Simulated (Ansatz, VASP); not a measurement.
## CuO: VASP and Ansatz over several settings

```
Cu O
1.0
     2.32613   -1.69981    0.00000
     2.32613    1.69981    0.00000
    -0.84432    0.00000    5.02392
Cu O
2 2
Cartesian
  0.7409 -0.8499 2.5120
  1.1631 0.8499 0.0000
  1.6929 0.2774 3.7679
  2.1151 -0.2774 1.2560
```

Single points on this cell with VASP 6.6.1 and Ansatz 0.2.0. Each row is one pair of runs. Alike in all rows: spin: off; k mesh: 10 × 10 × 5; smearing: fermi-dirac, width 0.05 eV; VASP's potentials, cutoff: VASP PAW PBE potentials, release 64 (Cu, O), 520 eV.

| level | Ansatz's potentials, cutoff | gap on the k mesh at the Fermi level (eV), VASP | gap on the k mesh at the Fermi level (eV), Ansatz | pressure (GPa), VASP | pressure (GPa), Ansatz | rms of the force components (eV/Å), VASP | rms of the force components (eV/Å), Ansatz |
| --- | --- | --- | --- | --- | --- | --- | --- |
| revPBE | Ansatz PAW, 420 eV | none | none | 14.6 | 13.9 | 0.041 | 0.059 |
| RPBE+D3(BJ) | Ansatz PAW, 420 eV | none | none | -7.7 | -8.6 | 0.010 | 0.029 |
| r2SCAN+D4 | Ansatz PAW, 500 eV | none | ? | 2.0 | ? | 0.071 | ? |

Question: Fill in what Ansatz gave in row 3.

Answer: gap on the k mesh at the Fermi level (eV): none; pressure (GPa): 0.9; rms of the force components (eV/Å): 0.089.

VASP's potentials hold 34 valence electrons a cell and Ansatz's 50, so a difference there can come from the potentials and not from the codes.

A gap of «none» marks a metal or a gap that the smearing closes.
